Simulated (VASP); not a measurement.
# CaO (P6_3/mmc) in VASP: settings compared

CaO is run at these levels: PBE, r2SCAN; tasks: single point.

Program: VASP 6.6.1. These are calculated values, not measurements. Logs are shortened: lines on timing, memory, paths and dates and some standing lists are left out, and cuts for length are marked.

## Step 1: The cell of the first run

Symmetry: P6_3/mmc, No. 194, hexagonal system. The conventional cell has a = 3.320 Å, b = 3.320 Å, c = 5.814 Å, α = 90.00°, β = 90.00°, γ = 120.00°. Ca (site symmetry -3m) has 6 O at 2.41 Å and 8 Ca at 2.91 to 3.32 Å within 3.4 Å. Within 3.5 Å of O (site symmetry -6m2) lie 6 Ca at 2.41 Å and 12 O at 3.32 to 3.48 Å.

## Step 2: Single point, PBE

Contents of INCAR:

```
PREC = Accurate
ENCUT = 520
EDIFF = 1E-6
ISMEAR = 0
SIGMA = 0.01
LREAL = F
LASPH = T
NELM = 60
ALGO = Normal
ISIF = 2
LWAVE = F
LCHARG = T
GGA = PE
LELF = T
LVHAR = T
NBANDS = 24
```

Contents of KPOINTS:

```
regular mesh
0
Gamma
  12 12 4
```

Contents of POSCAR:

```
CaO
1.0
    3.3199366349      0.0000000000      0.0000000000
   -1.6599683174      2.8751494647      0.0000000000
    0.0000000000      0.0000000000      5.8143085363
Ca O
2 2
Direct
    0.0000000000      0.0000000000      0.0000000000
    0.0000000000      0.0000000000      0.5000000000
    0.3333333333      0.6666666667      0.2500000000
    0.6666666667      0.3333333333      0.7500000000
```

Potentials or basis: VASP PAW PBE potentials, release 64 (Ca_sv, O).

Started as:

```bash
$ cat potpaw_PBE.64/Ca_sv/POTCAR potpaw_PBE.64/O/POTCAR > POTCAR
$ mpirun -np 1 vasp_std > vasp.out
```

OUTCAR:

```text
PREC = Accurate
   ENCUT = 520
   EDIFF = 1E-6
   ISMEAR = 0
   LREAL = F
   LASPH = T
   NELM = 60
   ISIF = 2
   GGA = PE

 ion  position               nearest neighbor table
   1  0.000  0.000  0.000-   3 2.41   4 2.41   3 2.41   4 2.41   4 2.41   3 2.41   2 2.91   2 2.91

   2  0.000  0.000  0.500-   3 2.41   4 2.41   3 2.41   4 2.41   4 2.41   3 2.41   1 2.91   1 2.91

   3  0.333  0.667  0.250-   1 2.41   2 2.41   1 2.41   2 2.41   1 2.41   2 2.41
   4  0.667  0.333  0.750-   1 2.41   2 2.41   1 2.41   2 2.41   1 2.41   2 2.41

  LATTYP: Found a hexagonal cell.
 ALAT       =     3.3199366349
 C/A-ratio  =     1.7513311776

  Lattice vectors:

 A1 = (   3.3199366349,   0.0000000000,   0.0000000000)
 A2 = (  -1.6599683174,   2.8751494647,   0.0000000000)
 A3 = (   0.0000000000,   0.0000000000,   5.8143085363)

Analysis of symmetry for initial positions (statically):
=====================================================================
 Subroutine PRICEL returns:
 Original cell was already a primitive cell.

 Routine SETGRP: Setting up the symmetry group for a
 hexagonal supercell.

 Subroutine GETGRP returns: Found 24 space group operations
 (whereof 12 operations were pure point group operations)
 out of a pool of 24 trial point group operations.

The static configuration has the point symmetry D_3d.
 The point group associated with its full space group is D_6h.

Analysis of symmetry for dynamics (positions and initial velocities):
=====================================================================
 Subroutine PRICEL returns:
 Original cell was already a primitive cell.

 Routine SETGRP: Setting up the symmetry group for a
 hexagonal supercell.

 Subroutine GETGRP returns: Found 24 space group operations
 (whereof 12 operations were pure point group operations)
 out of a pool of 24 trial point group operations.

The dynamic configuration has the point symmetry D_3d.
 The point group associated with its full space group is D_6h.

 Subroutine INISYM returns: Found 24 space group operations
 (whereof 12 operations are pure point group operations),
 and found     1 'primitive' translations

----------------------------------------------------------------------------------------

                                     Primitive cell

  volume of cell :      55.4994

  direct lattice vectors                    reciprocal lattice vectors
     3.319936635  0.000000000  0.000000000     0.301210568  0.173904003  0.000000000
    -1.659968317  2.875149465  0.000000000     0.000000000  0.347808005  0.000000000
     0.000000000  0.000000000  5.814308536     0.000000000  0.000000000  0.171989497

  length of vectors
     3.319936635  3.319936635  5.814308536     0.347808005  0.347808005  0.171989497

  position of ions in fractional coordinates (direct lattice)
     0.000000000  0.000000000  0.000000000
     0.000000000  0.000000000  0.500000000
     0.333333333  0.666666667  0.250000000
     0.666666667  0.333333333  0.750000000

  ion indices of the primitive-cell ions
   primitive index   ion index
                 1           1
                 2           2
                 3           3
                 4           4

----------------------------------------------------------------------------------------

 KPOINTS: regular mesh

Automatic generation of k-mesh.
 Grid dimensions read from file:
 generate k-points for:   12   12    4

 Generating k-lattice:

  Cartesian coordinates                     Fractional coordinates (reciprocal lattice)
     0.025100881  0.014492000  0.000000000     0.083333333  0.000000000  0.000000000
     0.000000000  0.028984000  0.000000000     0.000000000  0.083333333  0.000000000
     0.000000000  0.000000000  0.042997374     0.000000000  0.000000000  0.250000000

  Length of vectors
     0.028984000  0.028984000  0.042997374

  Shift w.r.t. Gamma in fractional coordinates (k-lattice)
     0.000000000  0.000000000  0.000000000

 Subroutine IBZKPT returns following result:
 ===========================================

 Found     57 irreducible k-points:

 Following reciprocal coordinates:
            Coordinates               Weight
  0.000000  0.000000  0.000000      1.000000
  0.083333  0.000000  0.000000      6.000000
  0.166667 -0.000000  0.000000      6.000000
  0.250000  0.000000  0.000000      6.000000
  0.333333  0.000000  0.000000      6.000000
  0.416667  0.000000  0.000000      6.000000
[... 16 lines left out ...]
  0.250000  0.000000  0.250000     12.000000
  0.333333  0.000000  0.250000     12.000000
 [... further k-points ...]
   k-points           NKPTS =     57   k-points in BZ     NKDIM =     57   number of bands    NBANDS=     24
   number of dos      NEDOS =    301   number of ions     NIONS =      4
   total plane-waves  NPLWV =  37632
   dimension x,y,z NGX =    28 NGY =   28 NGZ =   48
   dimension x,y,z NGXF=    56 NGYF=   56 NGZF=   96
   ions per type =               2   2
   NGX,Y,Z   is equivalent  to a cutoff of  14.02, 14.02, 13.72 a.u.
   NGXF,Y,Z  is equivalent  to a cutoff of  28.04, 28.04, 27.45 a.u.
 SYSTEM =  unknown system
   PREC   = accura    normal or accurate (medium, high low for compatibility)
   ISTART =      0    job   : 0-new  1-cont  2-samecut
   ICHARG =      2    charge: 1-file 2-atom 10-const
   ISPIN  =      1    spin polarized calculation?
   LNONCOLLINEAR =      F non collinear calculations
   LSORBIT =      F    spin-orbit coupling
   LASPH  =      T    aspherical Exc in radial PAW
   ENCUT  =  520.0 eV  38.22 Ry    6.18 a.u.   6.17  6.17 10.81*2*pi/ulx,y,z
   NELM   =     60;   NELMIN=  2; NELMDL= -5     # of ELM steps
   EDIFF  = 0.1E-05   stopping-criterion for ELM
   LREAL  =      F    real-space projection
   EDIFFG = 0.1E-04   stopping-criterion for IOM
   NSW    =      0    number of steps for IOM
   IBRION =     -1    ionic relax: 0-MD 1-quasi-New 2-CG
   NFREE  =      0    steps in history (QN), initial steepest desc. (CG)
   ISIF   =      2    stress and relaxation
   ISYM   =      2    0-nonsym 1-usesym 2-fastsym
   POTIM  = 0.5000    time-step for ionic-motion
   TEBEG  =    0.0;   TEEND  =   0.0 temperature during run
   PSTRESS=    0.0 pullay stress
   NELECT =      32.0000    total number of electrons
   NUPDOWN=      -1.0000    fix difference up-down
   EMIN   =  10.00;   EMAX   =-10.00  energy-range for DOS
   EFERMI =   0.00;   METHOD = LEGACY
   ISMEAR =     0;   SIGMA  =   0.01  broadening in eV -4-tet -1-fermi 0-gaus
   EFERMI_NEDOS =   21; number of points for ismear=-14 and -15
   IALGO  =     38    algorithm
   IMIX   =      4    mixing-type and parameters
     AMIX     =   0.40;   BMIX     =  1.00
     AMIX_MAG =   1.60;   BMIX_MAG =  1.00
  volume/ion in A,a.u.               =      13.87        93.63
  Fermi-wavevector in a.u.,A,eV,Ry     =   1.362580  2.574903 25.260912  1.856625
  Thomas-Fermi vector in A             =   2.489057
   LORBIT       =      0    0 simple, 1 ext, 2 COOP (PROOUT), +10 PAW based schemes
   GGA     = PE    functional components
   LHFCALC =     F    Hartree Fock is set to
   AEXX    =    0.0000 exact exchange contribution
   IVDW    =     0    specifies the selected vdW correction
   LEPSILON=     F    determine dielectric tensor
   LRPA    =     F    only Hartree local field effects (RPA)
 non-spin polarized calculation
 Gauss-broadening in eV      SIGMA  =   0.01
  energy-cutoff  :      520.00
  volume of cell :       55.50
 maximum number of plane-waves:      1518
 NGX is ok and might be reduce to    28
   NGX = 13   NGY = 13   NGZ = 21

 number of electron      31.9999996 magnetization

 Free energy of the ion-electron system (eV)
  ---------------------------------------------------
  ext. energy  EPLUGINS =         0.00000000
  ---------------------------------------------------
  free energy    TOTEN  =       -24.94891076 eV

  energy without entropy =      -24.94891076  energy(sigma->0) =      -24.94891076

 E-fermi :   2.5305     XC(G=0): -10.4611

 val. band max:        2.4889371807   @ k =   0.0000   0.0000   0.0000
 cond. band min:       6.3217533494   @ k =   0.0000   0.0000   0.0000
 fundamental gap:      3.8328161687
 Fermi energy:         2.5305465523

 k-point     1 :       0.0000    0.0000    0.0000
  band No.  band energies     occupation
      1     -35.5683      2.00000
      2     -35.3979      2.00000
      3     -17.6618      2.00000
      4     -16.3163      2.00000
      5     -16.3163      2.00000
      6     -16.1814      2.00000
[... 16 lines left out ...]
     23      10.3565      0.00000
     24      10.9518      0.00000

 k-point     2 :       0.0833    0.0000    0.0000
  band No.  band energies     occupation
      1     -35.5623      2.00000
      2     -35.3929      2.00000
      3     -17.6316      2.00000
      4     -16.4005      2.00000
      5     -16.3264      2.00000
      6     -16.2203      2.00000
[... 16 lines left out ...]
     23      10.3963      0.00000
     24      11.2606      0.00000

 k-point     3 :       0.1667   -0.0000    0.0000
  band No.  band energies     occupation
      1     -35.5459      2.00000
      2     -35.3791      2.00000
      3     -17.5472      2.00000
      4     -16.6102      2.00000
      5     -16.3535      2.00000
      6     -16.3253      2.00000
[... 16 lines left out ...]
     23      10.5344      0.00000
     24      11.1662      0.00000
[... 514 lines left out ...]
 k-point    23 :       0.2500    0.0000    0.2500
  band No.  band energies     occupation
      1     -35.4999      2.00000
      2     -35.3846      2.00000
      3     -17.2673      2.00000
      4     -16.8257      2.00000
      5     -16.5129      2.00000
      6     -16.3687      2.00000
[... 16 lines left out ...]
     23      10.3723      0.00000
     24      10.9852      0.00000

 k-point    24 :       0.3333    0.0000    0.2500
  band No.  band energies     occupation
      1     -35.4777      2.00000
      2     -35.3651      2.00000
      3     -17.1891      2.00000
      4     -16.9899      2.00000
      5     -16.6646      2.00000
      6     -16.4041      2.00000
[... 16 lines left out ...]
     23      10.9483      0.00000
     24      11.1984      0.00000

 [... further k-points ...]

------------------------ aborting loop because EDIFF is reached ----------------------------------------

  FORCE on cell =-STRESS in cart. coord.  units (eV):
  Direction    XX          YY          ZZ          XY          YZ          ZX
  --------------------------------------------------------------------------------------
  -------------------------------------------------------------------------------------
  Total        1.0468724      1.0468724      1.3016199      0.0000000      0.0000000      0.0000000
  in kB       30.2215011     30.2215011     37.5756456      0.0000000      0.0000000      0.0000000
  external PRESSURE =      32.6728826 kB  Pullay stress =       0.0000000 kB

 VOLUME and BASIS-vectors are now :
 -----------------------------------------------------------------------------
  energy-cutoff  :      520.00
  volume of cell :       55.50
      direct lattice vectors                 reciprocal lattice vectors
     3.319936635  0.000000000  0.000000000     0.301210568  0.173904003  0.000000000
    -1.659968317  2.875149465  0.000000000     0.000000000  0.347808005  0.000000000
     0.000000000  0.000000000  5.814308536     0.000000000  0.000000000  0.171989497

 POSITION                                       TOTAL-FORCE (eV/Angst)
 -----------------------------------------------------------------------------------
      0.00000      0.00000      0.00000        -0.000000      0.000000     -0.000000
      0.00000      0.00000      2.90715        -0.000000      0.000000     -0.000000
     -0.00000      1.91677      1.45358        -0.000000      0.000000      0.000000
      1.65997      0.95838      4.36073         0.000000     -0.000000     -0.000000
 -----------------------------------------------------------------------------------
    total drift:                                0.000000     -0.000000      0.000000

  FREE ENERGIE OF THE ION-ELECTRON SYSTEM (eV)
  ---------------------------------------------------
  free  energy   TOTEN  =       -24.9489107585 eV

  energy  without entropy=      -24.9489107585  energy(sigma->0) =      -24.94891076
```

Run time: 1.9 min. Hardware: 1 thread of AMD EPYC 7R43 (Zen 3), shared host; peak memory 0.18 GiB.

Results:

```
Free energy            : -24.9489 eV
Pressure               : 3.3 GPa
Band gap on the k mesh : 3.83 eV
```

Levels at points of the mesh, in eV from the valence-band top:
```csv
k point,band 12,band 13,band 14,band 15,band 16,band 17,band 18,band 19,band 20,band 21
"(0.00, 0.00, 0.00)",-1.08,-1.08,-0.24,0.00,0.00,3.83,4.92,6.38,6.38,6.65
"(0.50, 0.00, 0.00)",-1.67,-1.24,-1.24,-0.80,-0.36,3.92,5.92,7.05,7.61,8.40
"(0.00, 0.00, 0.50)",-1.68,-0.59,-0.59,-0.59,-0.59,5.86,5.86,6.75,6.75,6.96
"(0.50, 0.00, 0.50)",-2.08,-1.10,-1.10,-0.81,-0.81,5.06,5.06,8.12,8.12,8.27
```

Caveat: the cell stands under pressure. A k mesh can miss the band edges.

## Step 3: Single point, r2SCAN

POSCAR is that of step 2.

Contents of INCAR.step1:

```
SYSTEM = CaO
ALGO = Normal ; EDIFF = 1E-4
ENCUT = 520 ; GGA = PE
ISMEAR = 0 ; LASPH = .True.
LCHARG = .False. ; LREAL = .False.
LWAVE = .True. ; NBANDS = 24
NELM = 80 ; PREC = Accurate
SIGMA = 0.01
```

Contents of INCAR.step2:

```
SYSTEM = CaO
ALGO = Normal ; EDIFF = 1E-6
ENCUT = 520 ; ISIF = 2
ISMEAR = 0 ; ISTART = 1
LASPH = .True. ; LCHARG = .False.
LMIXTAU = .True. ; LREAL = .False.
LWAVE = .False. ; METAGGA = R2SCAN
NBANDS = 24 ; NELM = 80
PREC = Accurate ; SIGMA = 0.01
```

Contents of KPOINTS:

```
k-points
0
Gamma
  12 12 4
  0 0 0
```

Potentials or basis: VASP PAW PBE potentials, release 64 (Ca_sv, O).

Started as:

```bash
$ cat potpaw_PBE.64/Ca_sv/POTCAR potpaw_PBE.64/O/POTCAR > POTCAR
$ cp INCAR.step1 INCAR
$ mpirun -np 1 vasp_std > vasp.out
$ cp INCAR.step2 INCAR
$ mpirun -np 1 vasp_std > vasp.out
```

It took 7.5 min on 1 thread of AMD EPYC 7R43 (Zen 3), shared host; peak memory 0.2 GiB.

Results (log left out):

- Free energy: -38.2484 eV
- Pressure: 1.1 GPa
- Band gap on the k mesh: 4.40 eV

Stress tensor (GPa, compression positive):
```
0.98 0.00 0.00
0.00 0.98 0.00
0.00 0.00 1.19
```

Levels at points of the mesh, in eV from the valence-band top:
| k point | band 13 | band 14 | band 15 | band 16 | band 17 | band 18 | band 19 | band 20 |
| --- | --- | --- | --- | --- | --- | --- | --- | --- |
| (0.00, 0.00, 0.00) | -1.07 | -0.24 | 0.00 | 0.00 | 4.40 | 5.64 | 7.02 | 7.02 |
| (0.50, 0.00, 0.00) | -1.24 | -1.24 | -0.80 | -0.36 | 4.48 | 6.53 | 7.70 | 8.30 |
| (0.00, 0.00, 0.50) | -0.58 | -0.58 | -0.58 | -0.58 | 6.46 | 6.46 | 7.48 | 7.48 |
| (0.50, 0.00, 0.50) | -1.10 | -1.10 | -0.80 | -0.80 | 5.64 | 5.64 | 8.81 | 8.81 |

Caveat: the PAW data sets were made with another functional, which shifts forces and pressure a little. A k mesh can miss the band edges.
